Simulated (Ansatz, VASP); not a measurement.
## One calculation of MgB2, two programs

```
Mg B
1.0
     3.08500   -0.01542    0.00000
    -1.55586    2.67940    0.00000
     0.00000    0.00000    3.52300
Mg B
1 2
Direct
  0.00000 0.00000 0.00000
  0.66667 0.33333 0.50000
  0.33333 0.66667 0.50000
```

Alike in both runs: task single point; functional PBE; k mesh 8 × 8 × 6; occupations fermi-dirac, width 0.05 eV; no spin polarisation.

```csv
,VASP,Ansatz
version,VASP 6.6.1,Ansatz 0.2.0
potentials or method,"VASP PAW PBE potentials, release 64 (Mg, B)",Ansatz PAW
plane-wave cutoff (eV),520,420
valence electrons in the cell,8,16
```

```tsv
	VASP	Ansatz	Ansatz less VASP
gap on the k mesh at the Fermi level (eV)	none	none	-
pressure (GPa)	-1.1	-0.9	+0.26
traceless stress, the component that is largest in VASP (GPa)	1.75	1.75	-0.006
rms of the force components (eV/Å)	0.021	0.020	-0.0004
```

Atom by atom the forces differ by 0.000 eV/Å (rms over components). A gap of «none» marks a metal or a gap that the smearing closes. VASP's potentials hold 8 valence electrons a cell and Ansatz's 16, so a difference there can come from the potentials and not from the codes.
